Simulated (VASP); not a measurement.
# Cs15Br16 (a cell with a defect) in VASP: electric field gradients with PBE

Aim: the electric field gradients of Cs15Br16 (a cell with a defect) with PBE.

All numbers are computed with VASP 6.6.1; they aren't measurements. Logs are shortened: lines on timing, memory, paths and dates and some standing lists are left out, and cuts for length are marked.

### 1 The cell of the first run

The cell holds a defect, 31 atoms: a = 12.235 Å, b = 12.235 Å, c = 12.235 Å, α = 60.00°, β = 60.00°, γ = 60.00°.

### 2 Electric field gradients, PBE (atoms taken out)

The input, INCAR:

```
ALGO = Normal ; EDIFF = 1E-8
ENCUT = 400 ; GGA = PE
GGA_COMPAT = F ; ISIF = 2
ISMEAR = -1 ; LASPH = T
LCHARG = F ; LEFG = T
LREAL = F ; LWAVE = F
NBANDS = 144 ; NELECT = 248.0
NELM = 120 ; PREC = Accurate
SIGMA = 0.01
```

The input, KPOINTS:

```
k-points
0
Gamma
  2 2 2
```

The input, POSCAR:

```
Cs15Br16
1.0
    0.0000000000      8.6512444400      8.6512444400
    8.6512444400      0.0000000000      8.6512444400
    8.6512444400      8.6512444400      0.0000000000
Cs Br
15 16
Direct
    0.5000000000      0.0000000000      0.0000000000
    0.0000000000      0.5000000000      0.0000000000
    0.0000000000      0.0000000000      0.5000000000
    0.2500000000      0.2500000000      0.2500000000
    0.5000000000      0.5000000000      0.0000000000
    0.5000000000      0.0000000000      0.5000000000
    0.7500000000      0.2500000000      0.2500000000
    0.0000000000      0.5000000000      0.5000000000
    0.2500000000      0.7500000000      0.2500000000
    0.2500000000      0.2500000000      0.7500000000
    0.5000000000      0.5000000000      0.5000000000
    0.7500000000      0.7500000000      0.2500000000
    0.7500000000      0.2500000000      0.7500000000
    0.2500000000      0.7500000000      0.7500000000
    0.7500000000      0.7500000000      0.7500000000
    0.1250000000      0.1250000000      0.1250000000
    0.6250000000      0.1250000000      0.1250000000
    0.1250000000      0.6250000000      0.1250000000
    0.1250000000      0.1250000000      0.6250000000
    0.3750000000      0.3750000000      0.3750000000
    0.6250000000      0.6250000000      0.1250000000
    0.6250000000      0.1250000000      0.6250000000
    0.8750000000      0.3750000000      0.3750000000
    0.1250000000      0.6250000000      0.6250000000
    0.3750000000      0.8750000000      0.3750000000
    0.3750000000      0.3750000000      0.8750000000
    0.6250000000      0.6250000000      0.6250000000
    0.8750000000      0.8750000000      0.3750000000
    0.8750000000      0.3750000000      0.8750000000
    0.3750000000      0.8750000000      0.8750000000
    0.8750000000      0.8750000000      0.8750000000
```

Potentials or basis: VASP PAW PBE potentials, release 64 (Cs_sv, Br).

Started as:

```
cat potpaw_PBE.64/Cs_sv/POTCAR potpaw_PBE.64/Br/POTCAR > POTCAR
mpirun -np 1 vasp_std > vasp.out
```

OUTCAR:

```text
EDIFF = 1E-8
   ENCUT = 400
   GGA = PE
   ISIF = 2
   ISMEAR = -1
   LASPH = T
   LREAL = F
   NELECT = 248.0
   NELM = 120
   PREC = Accurate

 ion  position               nearest neighbor table
   1  0.500  0.000  0.000-
   2  0.000  0.500  0.000-
   3  0.000  0.000  0.500-
   4  0.250  0.250  0.250-
   5  0.500  0.500  0.000-
   6  0.500  0.000  0.500-
[... 23 lines left out ...]
  30  0.375  0.875  0.875-
  31  0.875  0.875  0.875-

  LATTYP: Found a face centered cubic cell.
 ALAT       =    17.3024888800

  Lattice vectors:

 A1 = (   0.0000000000,   8.6512444400,   8.6512444400)
 A2 = (   8.6512444400,   0.0000000000,   8.6512444400)
 A3 = (   8.6512444400,   8.6512444400,   0.0000000000)

Analysis of symmetry for initial positions (statically):
=====================================================================
 Subroutine PRICEL returns:
 Original cell was already a primitive cell.

 Routine SETGRP: Setting up the symmetry group for a
 face centered cubic supercell.

 Subroutine GETGRP returns: Found 48 space group operations
 (whereof 48 operations were pure point group operations)
 out of a pool of 48 trial point group operations.

The static configuration has the point symmetry O_h .

Analysis of symmetry for dynamics (positions and initial velocities):
=====================================================================
 Subroutine PRICEL returns:
 Original cell was already a primitive cell.

 Routine SETGRP: Setting up the symmetry group for a
 face centered cubic supercell.

 Subroutine GETGRP returns: Found 48 space group operations
 (whereof 48 operations were pure point group operations)
 out of a pool of 48 trial point group operations.

The dynamic configuration has the point symmetry O_h .

 Subroutine INISYM returns: Found 48 space group operations
 (whereof 48 operations are pure point group operations),
 and found     1 'primitive' translations

----------------------------------------------------------------------------------------

                                     Primitive cell

  volume of cell :    1294.9880

  direct lattice vectors                    reciprocal lattice vectors
     0.000000000  8.651244440  8.651244440    -0.057795153  0.057795153  0.057795153
     8.651244440  0.000000000  8.651244440     0.057795153 -0.057795153  0.057795153
     8.651244440  8.651244440  0.000000000     0.057795153  0.057795153 -0.057795153

  length of vectors
    12.234707218 12.234707218 12.234707218     0.100104142  0.100104142  0.100104142

  position of ions in fractional coordinates (direct lattice)
     0.500000000  0.000000000  0.000000000
     0.000000000  0.500000000  0.000000000
     0.000000000  0.000000000  0.500000000
     0.250000000  0.250000000  0.250000000
     0.500000000  0.500000000  0.000000000
     0.500000000  0.000000000  0.500000000
[... 23 lines left out ...]
     0.375000000  0.875000000  0.875000000
     0.875000000  0.875000000  0.875000000

  ion indices of the primitive-cell ions
   primitive index   ion index
                 1           1
                 2           2
                 3           3
                 4           4
                 5           5
                 6           6
[... 23 lines left out ...]
                30          30
                31          31

----------------------------------------------------------------------------------------

 KPOINTS: k-points

Automatic generation of k-mesh.
 Grid dimensions read from file:
 generate k-points for:    2    2    2

 Generating k-lattice:

  Cartesian coordinates                     Fractional coordinates (reciprocal lattice)
    -0.028897577  0.028897577  0.028897577     0.500000000  0.000000000  0.000000000
     0.028897577 -0.028897577  0.028897577     0.000000000  0.500000000  0.000000000
[... 39 lines left out ...]
   NSW    =      0    number of steps for IOM
   IBRION =     -1    ionic relax: 0-MD 1-quasi-New 2-CG
   NFREE  =      0    steps in history (QN), initial steepest desc. (CG)
   ISIF   =      2    stress and relaxation
   ISYM   =      2    0-nonsym 1-usesym 2-fastsym
   POTIM  = 0.5000    time-step for ionic-motion
   TEBEG  =    0.0;   TEEND  =   0.0 temperature during run
   PSTRESS=    0.0 pullay stress
   NELECT =     248.0000    total number of electrons
   NUPDOWN=      -1.0000    fix difference up-down
   EMIN   =  10.00;   EMAX   =-10.00  energy-range for DOS
   EFERMI =   0.00;   METHOD = LEGACY
   ISMEAR =    -1;   SIGMA  =   0.01  broadening in eV -4-tet -1-fermi 0-gaus
   EFERMI_NEDOS =   21; number of points for ismear=-14 and -15
   IALGO  =     38    algorithm
   IMIX   =      4    mixing-type and parameters
     AMIX     =   0.40;   BMIX     =  1.00
     AMIX_MAG =   1.60;   BMIX_MAG =  1.00
  volume/ion in A,a.u.               =      41.77       281.90
  Fermi-wavevector in a.u.,A,eV,Ry     =   0.943634  1.783209 12.115236  0.890445
  Thomas-Fermi vector in A             =   2.071360
   LORBIT       =      0    0 simple, 1 ext, 2 COOP (PROOUT), +10 PAW based schemes
   GGA     = PE    functional components
   LHFCALC =     F    Hartree Fock is set to
   AEXX    =    0.0000 exact exchange contribution
   IVDW    =     0    specifies the selected vdW correction
   LEPSILON=     F    determine dielectric tensor
   LRPA    =     F    only Hartree local field effects (RPA)
 non-spin polarized calculation
  energy-cutoff  :      400.00
  volume of cell :     1294.99
 maximum number of plane-waves:     23528
 NGX is ok and might be reduce to    80
   NGX = 39   NGY = 39   NGZ = 39

 number of electron     247.9999941 magnetization

 Free energy of the ion-electron system (eV)
  ---------------------------------------------------
  ext. energy  EPLUGINS =         0.00000000
  ---------------------------------------------------
  free energy    TOTEN  =       -91.63948079 eV

  energy without entropy =      -91.63948079  energy(sigma->0) =      -91.63948079

 E-fermi :  -0.2505     XC(G=0):  -7.7852

 val. band max:       -0.4880327387   @ k =   0.0000   0.0000   0.0000
 cond. band min:       3.7411651588   @ k =   0.0000   0.0000   0.0000
 fundamental gap:      4.2291978976
 Fermi energy:        -0.2504588240

 k-point     1 :       0.0000    0.0000    0.0000
  band No.  band energies     occupation
      1     -20.6908      2.00000
      2     -20.5553      2.00000
      3     -20.5231      2.00000
      4     -20.5231      2.00000
      5     -20.5204      2.00000
      6     -20.5204      2.00000
[... 406 lines left out ...]
    135       5.2180      0.00000
    136       5.2740      0.00000
 [bands above 136 left out]

------------------------ aborting loop because EDIFF is reached ----------------------------------------

  FORCE on cell =-STRESS in cart. coord.  units (eV):
  Direction    XX          YY          ZZ          XY          YZ          ZX
  --------------------------------------------------------------------------------------
  -------------------------------------------------------------------------------------
  Total        8.5824115      8.5824115      8.5824115      0.0000000     -0.0000000     -0.0000000
  in kB       10.6182799     10.6182799     10.6182799      0.0000000     -0.0000000     -0.0000000
  external PRESSURE =      10.6182799 kB  Pullay stress =       0.0000000 kB

 VOLUME and BASIS-vectors are now :
 -----------------------------------------------------------------------------
  energy-cutoff  :      400.00
  volume of cell :     1294.99
      direct lattice vectors                 reciprocal lattice vectors
     0.000000000  8.651244440  8.651244440    -0.057795153  0.057795153  0.057795153
     8.651244440  0.000000000  8.651244440     0.057795153 -0.057795153  0.057795153
     8.651244440  8.651244440  0.000000000     0.057795153  0.057795153 -0.057795153

 POSITION                                       TOTAL-FORCE (eV/Angst)
 -----------------------------------------------------------------------------------
      0.00000      4.32562      4.32562         0.000000     -0.000000     -0.000000
      4.32562      0.00000      4.32562         0.000000     -0.000000     -0.000000
      4.32562      4.32562      0.00000         0.000000     -0.000000     -0.000000
      4.32562      4.32562      4.32562         0.000000     -0.000000     -0.000000
      4.32562      4.32562      8.65124         0.000000     -0.000000      0.000000
      4.32562      8.65124      4.32562         0.000000     -0.000000     -0.000000
[... 23 lines left out ...]
     15.13968     10.81406     10.81406        -0.109405      0.109405      0.109405
     15.13968     15.13968     15.13968        -0.109405     -0.109405     -0.109405
 -----------------------------------------------------------------------------------
    total drift:                                0.000000      0.000000     -0.000000

  FREE ENERGIE OF THE ION-ELECTRON SYSTEM (eV)
  ---------------------------------------------------
  free  energy   TOTEN  =       -91.6394807882 eV

  energy  without entropy=      -91.6394807882  energy(sigma->0) =      -91.63948079

 Electric field gradients (V/A^2)
---------------------------------------------------------------------
 ion       V_xx      V_yy      V_zz      V_xy      V_xz      V_yz
---------------------------------------------------------------------
   1      -0.731     0.365     0.365    -0.001    -0.001   -10.107
   2       0.365    -0.731     0.365    -0.001   -10.107    -0.001
   3       0.365     0.365    -0.731   -10.107    -0.001    -0.001
   4      -0.000    -0.000     0.000    -0.001    -0.001    -0.001
   5       0.365     0.365    -0.731    10.105    -0.001    -0.001
   6       0.365    -0.731     0.365    -0.001    10.105    -0.001
[... 23 lines left out ...]
  30      -0.000     0.000     0.000    14.087    14.087   -14.086
  31      -0.000    -0.000    -0.000   -14.086   -14.086   -14.086
---------------------------------------------------------------------

 Electric field gradients after diagonalization (V/A^2)
 (convention: |V_zz| > |V_xx| > |V_yy|)
----------------------------------------------------------------------
 ion       V_xx      V_yy      V_zz     asymmetry (V_yy - V_xx)/ V_zz
----------------------------------------------------------------------
   1      -9.741    -0.731    10.472       0.860
   2      -9.741    -0.731    10.472       0.860
   3      -9.741    -0.731    10.472       0.860
   4       0.001     0.001    -0.002       0.000
   5      -9.740    -0.731    10.470       0.860
   6      -9.740    -0.731    10.470       0.860
[... 23 lines left out ...]
  30      14.088    14.086   -28.174       0.000
  31      14.086    14.086   -28.172       0.000
----------------------------------------------------------------------

           NMR quadrupolar parameters

 Cq : quadrupolar parameter    Cq=e*Q*V_zz/h
 eta: asymmetry parameters     (V_yy - V_xx)/ V_zz
 Q  : nuclear electric quadrupole moment in mb (millibarn)
----------------------------------------------------------------------
 ion       Cq(MHz)       eta       Q (mb)
----------------------------------------------------------------------
   1       0.025       0.860       1.000
   2       0.025       0.860       1.000
   3       0.025       0.860       1.000
   4      -0.000       0.000       1.000
   5       0.025       0.860       1.000
   6       0.025       0.860       1.000
[... 23 lines left out ...]
  30      -0.068       0.000       1.000
  31      -0.068       0.000       1.000
----------------------------------------------------------------------
```

It took 23 min on 1 thread of Oxide Virtual Turin-like, shared host; peak memory 1 GiB.

What came out:

```yaml
Free_energy: -91.6395 eV
Largest_force: 0.314 eV/Å
Largest_electric_field_gradient_by_atom: Cs +10.5, -0.0, -19.1 (each value once); Br -28.2, +1.7 (each value once) V/Å²
```

Forces in eV/Å, atoms in the order of the input:
```
Cs   0.000  0.000  0.000
Cs   0.000  0.000  0.000
Cs   0.000  0.000  0.000
Cs   0.000  0.000  0.000
Cs   0.000  0.000  0.000
Cs   0.000  0.000  0.000
Cs  -0.314  0.000  0.000
Cs   0.000  0.000  0.000
Cs   0.000 -0.314  0.000
Cs   0.000  0.000 -0.314
Cs   0.000  0.000  0.000
Cs   0.000  0.000  0.314
Cs   0.000  0.314  0.000
Cs   0.314  0.000  0.000
Cs   0.000  0.000  0.000
Br   0.109  0.109  0.109
Br   0.109 -0.109 -0.109
Br  -0.109  0.109 -0.109
Br  -0.109 -0.109  0.109
Br   0.025  0.025  0.025
Br   0.025  0.025 -0.025
Br   0.025 -0.025  0.025
Br   0.025 -0.025 -0.025
Br  -0.025  0.025  0.025
Br  -0.025  0.025 -0.025
Br  -0.025 -0.025  0.025
Br  -0.025 -0.025 -0.025
Br   0.109  0.109 -0.109
Br   0.109 -0.109  0.109
Br  -0.109  0.109  0.109
Br  -0.109 -0.109 -0.109
```

Levels at points of the mesh, in eV from the Fermi level:
```
           k point  band 122  band 123  band 124  band 125  band 126  band 127
(0.00, 0.00, 0.00)     -0.34     -0.34     -0.24      3.99      4.53      4.53
(0.50, 0.00, 0.00)     -0.36     -0.36     -0.32      4.85      4.97      5.08
(0.50, 0.50, 0.00)     -0.32     -0.32     -0.30      4.84      4.98      5.20
```

Electric field gradients, principal values (V/Å²):
```tsv
atom	least	middle	greatest (by size)
1 Cs	-0.731	-9.741	10.472
2 Cs	-0.731	-9.741	10.472
3 Cs	-0.731	-9.741	10.472
4 Cs	0.001	0.001	-0.002
5 Cs	-0.731	-9.740	10.470
6 Cs	-0.731	-9.740	10.470
7 Cs	9.565	9.566	-19.131
8 Cs	-0.731	-9.740	10.470
9 Cs	9.565	9.566	-19.131
10 Cs	9.565	9.566	-19.131
11 Cs	0.001	0.001	-0.002
12 Cs	9.565	9.566	-19.131
13 Cs	9.565	9.566	-19.131
14 Cs	9.565	9.566	-19.131
15 Cs	0.001	0.001	-0.002
16 Br	14.086	14.086	-28.172
17 Br	14.086	14.088	-28.174
18 Br	14.086	14.088	-28.174
19 Br	14.086	14.088	-28.174
20 Br	-0.836	-0.836	1.673
21 Br	-0.835	-0.836	1.671
22 Br	-0.835	-0.836	1.671
23 Br	-0.835	-0.836	1.671
24 Br	-0.835	-0.836	1.671
25 Br	-0.835	-0.836	1.671
26 Br	-0.835	-0.836	1.671
27 Br	-0.836	-0.836	1.673
28 Br	14.086	14.088	-28.174
29 Br	14.086	14.088	-28.174
30 Br	14.086	14.088	-28.174
31 Br	14.086	14.086	-28.172
```

Caveat: the cell carries a net charge on a neutralising background, which shifts energy and pressure; the cell differs from its parent crystal (atoms taken out); the cell is charged against a uniform background, so pressure and absolute levels hang on convention; without QUAD_EFG the Cq values of the log hold for a quadrupole moment of 1 mb, not for the nuclei; spin-orbit coupling is left out, which moves the levels of the heavy elements.
